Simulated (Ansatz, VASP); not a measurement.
## Two plane-wave programs on S

```
CELL_PARAMETERS angstrom
3.99020 0.00000 0.00000
-1.99510 3.45561 0.00000
0.00000 0.00000 4.48800
ATOMIC_POSITIONS crystal
S 0.33333 0.66667 0.50000
S 0.66667 0.33333 0.50000
```

Alike in both runs: functional PBE; k mesh 18 × 18 × 12; occupations gaussian, width 0.1 eV; no spin polarisation.

Ansatz relaxed the structure, and its values are those at the end. VASP's run is a single point on that final structure, the one shown.

|  | VASP | Ansatz |
| --- | --- | --- |
| version | VASP 6.6.1 | Ansatz 0.2.0 |
| potentials or method | VASP PAW PBE potentials, release 64 (S), cutoff 520 eV | scalar-relativistic, plane waves, PAW |
| valence electrons in the cell | 12 | 12 |

```tsv
	VASP	Ansatz	Ansatz less VASP
gap on the k mesh at the Fermi level (eV)	none	none	-
pressure (GPa)	-0.1	0.0	+0.08
```

A gap of «none» marks a metal or a gap that the smearing closes.
